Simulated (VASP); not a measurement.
# Mn (P6_3/mmc) in VASP: single point with PBE

Aim: the single point of Mn with PBE.

Everything below comes from runs of VASP 6.6.1. Logs are shortened: lines on timing, memory, paths and dates and some standing lists are left out, and cuts for length are marked.

### 1 The cell of the first run

It takes space group P6_3/mmc (No. 194, hexagonal). Conventional cell: a = 2.554 Å, b = 2.554 Å, c = 3.808 Å, α = 90.00°, β = 90.00°, γ = 120.00°. Mn (site symmetry -6m2) has 12 Mn at 2.41 to 2.55 Å within 3.2 Å.

This isn't the form of Mn at room conditions, which is a 58-atom cubic cell.

### 2 Single point, PBE

The input, INCAR:

```
SYSTEM = Mn
PREC     = Accurate       ! precision mode
ENCUT    = 520            ! plane-wave cutoff, eV
EDIFF    = 1E-7           ! SCF threshold, eV
ISMEAR   = 0              ! smearing method
SIGMA    = 0.15           ! smearing width, eV
LREAL    = .False.        ! projectors in reciprocal space
LASPH    = .True.         ! aspherical terms in the spheres
NELM     = 100            ! most SCF steps
ALGO     = Fast           ! electronic algorithm
ISIF     = 2              ! what is computed and relaxed
LWAVE    = .False.        ! write WAVECAR
LCHARG   = .True.         ! write CHGCAR
GGA      = PE             ! functional
LELF     = .True.         ! ELF
LVHAR    = .True.       
NBANDS   = 20             ! bands
```

The input, KPOINTS:

```
regular mesh
0
Gamma
  24 24 14
  0 0 0
```

The input, POSCAR:

```
Mn
1.0
    2.5536441542      0.0000000000      0.0000000000
   -1.2768220771      2.2115207098      0.0000000000
    0.0000000000      0.0000000000      3.8084947103
Mn
2
Direct
    0.6666666667      0.3333333333      0.7500000000
    0.3333333333      0.6666666667      0.2500000000
```

Potentials or basis: VASP PAW PBE potentials, release 64 (Mn_pv).

Started as:

```sh
> cat potpaw_PBE.64/Mn_pv/POTCAR > POTCAR
> mpirun -np 1 vasp_std > vasp.out
```

OUTCAR:

```text
SYSTEM = Mn
   PREC = Accurate
   ENCUT = 520
   EDIFF = 1E-7
   ISMEAR = 0
   LREAL = .False.
   LASPH = .True.
   NELM = 100
   ISIF = 2
   GGA = PE

 ion  position               nearest neighbor table
   1  0.667  0.333  0.750-   2 2.41   2 2.41   2 2.41   2 2.41   2 2.41   2 2.41
   2  0.333  0.667  0.250-   1 2.41   1 2.41   1 2.41   1 2.41   1 2.41   1 2.41

  LATTYP: Found a hexagonal cell.
 ALAT       =     2.5536441542
 C/A-ratio  =     1.4913960130

  Lattice vectors:

 A1 = (   2.5536441542,   0.0000000000,   0.0000000000)
 A2 = (  -1.2768220771,   2.2115207098,   0.0000000000)
 A3 = (   0.0000000000,   0.0000000000,   3.8084947103)

Analysis of symmetry for initial positions (statically):
=====================================================================
 Subroutine PRICEL returns:
 Original cell was already a primitive cell.

 Routine SETGRP: Setting up the symmetry group for a
 hexagonal supercell.

 Subroutine GETGRP returns: Found 24 space group operations
 (whereof 12 operations were pure point group operations)
 out of a pool of 24 trial point group operations.

The static configuration has the point symmetry D_3d.
 The point group associated with its full space group is D_6h.

Analysis of symmetry for dynamics (positions and initial velocities):
=====================================================================
 Subroutine PRICEL returns:
 Original cell was already a primitive cell.

 Routine SETGRP: Setting up the symmetry group for a
 hexagonal supercell.

 Subroutine GETGRP returns: Found 24 space group operations
 (whereof 12 operations were pure point group operations)
 out of a pool of 24 trial point group operations.

The dynamic configuration has the point symmetry D_3d.
 The point group associated with its full space group is D_6h.

 Subroutine INISYM returns: Found 24 space group operations
 (whereof 12 operations are pure point group operations),
 and found     1 'primitive' translations

----------------------------------------------------------------------------------------

                                     Primitive cell

  volume of cell :      21.5082

  direct lattice vectors                    reciprocal lattice vectors
     2.553644154  0.000000000  0.000000000     0.391597239  0.226088771  0.000000000
    -1.276822077  2.211520710  0.000000000     0.000000000  0.452177543  0.000000000
     0.000000000  0.000000000  3.808494710     0.000000000  0.000000000  0.262570931

  length of vectors
     2.553644154  2.553644154  3.808494710     0.452177543  0.452177543  0.262570931

  position of ions in fractional coordinates (direct lattice)
     0.666666667  0.333333333  0.750000000
     0.333333333  0.666666667  0.250000000
[... 79 lines left out ...]
   EDIFFG = 0.1E-05   stopping-criterion for IOM
   NSW    =      0    number of steps for IOM
   IBRION =     -1    ionic relax: 0-MD 1-quasi-New 2-CG
   NFREE  =      0    steps in history (QN), initial steepest desc. (CG)
   ISIF   =      2    stress and relaxation
   ISYM   =      2    0-nonsym 1-usesym 2-fastsym
   POTIM  = 0.5000    time-step for ionic-motion
   TEBEG  =    0.0;   TEEND  =   0.0 temperature during run
   PSTRESS=    0.0 pullay stress
   NELECT =      26.0000    total number of electrons
   NUPDOWN=      -1.0000    fix difference up-down
   EMIN   =  10.00;   EMAX   =-10.00  energy-range for DOS
   EFERMI =   0.00;   METHOD = LEGACY
   ISMEAR =     0;   SIGMA  =   0.15  broadening in eV -4-tet -1-fermi 0-gaus
   EFERMI_NEDOS =   21; number of points for ismear=-14 and -15
   IALGO  =     68    algorithm
   IMIX   =      4    mixing-type and parameters
     AMIX     =   0.40;   BMIX     =  1.00
     AMIX_MAG =   1.60;   BMIX_MAG =  1.00
  volume/ion in A,a.u.               =      10.75        72.57
  Fermi-wavevector in a.u.,A,eV,Ry     =   1.743938  3.295565 41.379665  3.041320
  Thomas-Fermi vector in A             =   2.815914
   LORBIT       =      0    0 simple, 1 ext, 2 COOP (PROOUT), +10 PAW based schemes
   GGA     = PE    functional components
   LHFCALC =     F    Hartree Fock is set to
   AEXX    =    0.0000 exact exchange contribution
   IVDW    =     0    specifies the selected vdW correction
   LEPSILON=     F    determine dielectric tensor
   LRPA    =     F    only Hartree local field effects (RPA)
 non-spin polarized calculation
 RMM-DIIS sequential band-by-band and
 Gauss-broadening in eV      SIGMA  =   0.15
  energy-cutoff  :      520.00
  volume of cell :       21.51
 maximum number of plane-waves:       594
 NGX is ok and might be reduce to    20
   NGX =  9   NGY =  9   NGZ = 15

 number of electron      25.9999998 magnetization

 Free energy of the ion-electron system (eV)
  ---------------------------------------------------
  ext. energy  EPLUGINS =         0.00000000
  ---------------------------------------------------
  free energy    TOTEN  =       -17.81404747 eV

  energy without entropy =      -17.77388728  energy(sigma->0) =      -17.79396737

 E-fermi :  10.3660     XC(G=0): -14.0049

 val. band max:       10.3655560938   @ k =   0.3333   0.3333   0.3571
 cond. band min:      10.3678879727   @ k =   0.3750   0.2083   0.1429
 fundamental gap:      0.0023318788
 Fermi energy:        10.3660322295

 k-point     1 :       0.0000    0.0000    0.0000
  band No.  band energies     occupation
      1     -37.9099      2.00000
      2     -37.3176      2.00000
      3     -37.3176      2.00000
      4     -37.1592      2.00000
      5     -37.1592      2.00000
      6     -37.0005      2.00000
[... 541 lines left out ...]
     19      22.5838      0.00000
     20      22.9069      0.00000

 [... further k-points ...]

------------------------ aborting loop because EDIFF is reached ----------------------------------------

  FORCE on cell =-STRESS in cart. coord.  units (eV):
  Direction    XX          YY          ZZ          XY          YZ          ZX
  --------------------------------------------------------------------------------------
  -------------------------------------------------------------------------------------
  Total       -0.9890340     -0.9890340      2.1160928      0.0000000      0.0000000      0.0000000
  in kB      -73.6744743    -73.6744743    157.6306052      0.0000000      0.0000000      0.0000000
  external PRESSURE =       3.4272189 kB  Pullay stress =       0.0000000 kB

 VOLUME and BASIS-vectors are now :
 -----------------------------------------------------------------------------
  energy-cutoff  :      520.00
  volume of cell :       21.51
      direct lattice vectors                 reciprocal lattice vectors
     2.553644154  0.000000000  0.000000000     0.391597239  0.226088771  0.000000000
    -1.276822077  2.211520710  0.000000000     0.000000000  0.452177543  0.000000000
     0.000000000  0.000000000  3.808494710     0.000000000  0.000000000  0.262570931

 POSITION                                       TOTAL-FORCE (eV/Angst)
 -----------------------------------------------------------------------------------
      1.27682      0.73717      2.85637         0.000000     -0.000000      0.000000
     -0.00000      1.47435      0.95212        -0.000000      0.000000      0.000000
 -----------------------------------------------------------------------------------
    total drift:                                0.000000     -0.000000      0.000000

  FREE ENERGIE OF THE ION-ELECTRON SYSTEM (eV)
  ---------------------------------------------------
  free  energy   TOTEN  =       -17.8140474688 eV

  energy  without entropy=      -17.7738872794  energy(sigma->0) =      -17.79396737
```

OSZICAR:

```text
N       E                     dE             d eps       ncg     rms          rms(c)
DAV:   1     0.249611309673E+03    0.24961E+03   -0.15883E+04 19640   0.184E+03
DAV:   2    -0.115224129916E+02   -0.26113E+03   -0.25316E+03 19588   0.461E+02
DAV:   3    -0.210192620921E+02   -0.94968E+01   -0.93996E+01 20992   0.104E+02
DAV:   4    -0.211160459534E+02   -0.96784E-01   -0.96771E-01 21172   0.104E+01
DAV:   5    -0.211180005765E+02   -0.19546E-02   -0.19546E-02 20980   0.148E+00    0.186E+01
RMM:   6    -0.179454521856E+02    0.31725E+01   -0.14732E+01 20411   0.396E+01    0.277E+00
RMM:   7    -0.178335223779E+02    0.11193E+00   -0.61453E-01 20814   0.844E+00    0.102E+00
RMM:   8    -0.178171241270E+02    0.16398E-01   -0.29223E-02 20915   0.158E+00    0.419E-01
RMM:   9    -0.178139973386E+02    0.31268E-02   -0.47262E-03 21208   0.872E-01    0.558E-02
RMM:  10    -0.178140699081E+02   -0.72570E-04   -0.10263E-03 23953   0.380E-01    0.447E-02
RMM:  11    -0.178140618948E+02    0.80133E-05   -0.69950E-05 21834   0.952E-02    0.232E-02
RMM:  12    -0.178140453287E+02    0.16566E-04   -0.14463E-05 21680   0.402E-02    0.756E-03
RMM:  13    -0.178140471078E+02   -0.17791E-05   -0.39969E-06 21770   0.217E-02    0.166E-03
RMM:  14    -0.178140473391E+02   -0.23126E-06   -0.10932E-06 19253   0.992E-03    0.250E-03
RMM:  15    -0.178140471768E+02    0.16231E-06   -0.19188E-07 12925   0.408E-03    0.236E-03
RMM:  16    -0.178140474696E+02   -0.29289E-06   -0.35712E-08 11314   0.199E-03    0.259E-03
RMM:  17    -0.178140474688E+02    0.81855E-09   -0.18259E-08 11157   0.147E-03
   1 F= -.17814047E+02 E0= -.17793967E+02  d E =-.401602E-01
```

stdout:

```text
POSCAR found type information on POSCAR Mn
 POSCAR found :  1 types and       2 ions
 scaLAPACK will be used
 LDA part: xc-table for (Slater+PW92), standard interpolation
 POSCAR, INCAR and KPOINTS ok, starting setup
 FFT: planning ... GRIDC
 FFT: planning ... GRID_SOFT
 FFT: planning ... GRID
 WAVECAR not read
 entering main loop
WARNING in EDDRMM: call to ZHEGV failed, returncode =   8  4     20
```

It took 6.5 min on 1 thread of AMD EPYC 7R13, shared host; peak memory 0.24 GiB.

Results:

* Free energy: -17.8140 eV
* Pressure: 0.3 GPa
* Band gap on the k mesh: zero (bands 13 and 14 overlap by 2.25 eV)

Caveat: the stress differs along the axes, from -7 to 16 GPa; the run has no spin polarisation, though such a crystal can be magnetic. Spin polarisation is off, so any magnetic state and its effect on volume and gap are missing.
